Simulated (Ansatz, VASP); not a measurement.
# CoSi2: VASP beside Ansatz

The input INCAR:

```
  ALGO = Normal
  EDIFF = 1E-7
  ENCUT = 520
  GGA = PS
  ISIF = 2
  ISMEAR = 0
  LASPH = T
  LCHARG = F
  LREAL = F
  LWAVE = F
  NBANDS = 16
  NELM = 60
  PREC = Accurate
  SIGMA = 0.15
```

Contents of KPOINTS:

```
k-points
0
Gamma
  16 16 16
```

The input POSCAR:

```
CoSi2
1.0
    0.0000000000      2.6662149244      2.6662149244
    2.6562539720      0.0099609524      2.6562539720
    2.6562539720      2.6562539720      0.0099609524
Co Si
1 2
Direct
    0.0000000000      0.0000000000      0.0000000000
    0.2500000000      0.2500000000      0.2500000000
    0.7500000000      0.7500000000      0.7500000000
```

Input for Ansatz:

```yaml
crystal:
  lattice:
    - [0.0, 2.6662149244, 2.6662149244]
    - [2.656253972, 0.0099609524, 2.656253972]
    - [2.656253972, 2.656253972, 0.0099609524]
  atoms:
    - { symbol: Co, position: [0.0, 0.0, 0.0] }
    - { symbol: Si, position: [0.25, 0.25, 0.25] }
    - { symbol: Si, position: [0.75, 0.75, 0.75] }
basis:
  ecutwfc: 420
kpoints:
  mp_grid: { grid: [16, 16, 16] }
hamiltonian:
  xc: pbesol
scf:
  occupations: { method: gaussian, width: 0.15 }
output:
  forces: true
  stress: true
  eigenvalues: true
```

Change from the starting cell: strain +0.0075 x Voigt [0, 0, 0, 1, 0, 0], atoms carried along.

Alike in both runs: task single point; functional PBEsol; k mesh 16 × 16 × 16; occupations gaussian, width 0.15 eV; no spin polarisation.

```csv
,VASP,Ansatz
version,VASP 6.6.1,Ansatz 0.2.0
potentials or method,"VASP PAW PBE potentials, release 64 (Co, Si), cutoff 520 eV","scalar-relativistic, plane waves, PAW"
valence electrons in the cell,17,25
```

```tsv
	VASP	Ansatz	Ansatz less VASP
gap on the k mesh at the Fermi level (eV)	none	none	-
pressure (GPa)	0.1	0.0	-0.10
traceless stress, the component that is largest in VASP (GPa)	-1.20	-1.19	+0.002
rms of the force components (eV/Å)	0.034	0.033	-0.0003
```

VASP's potentials were made for PBE, not for PBEsol. Atom by atom the forces differ by 0.000 eV/Å (rms over components). A gap of «none» marks a metal or a gap that the smearing closes. VASP's potentials hold 17 valence electrons a cell and Ansatz's 25, so a difference there can come from the potentials and not from the codes.
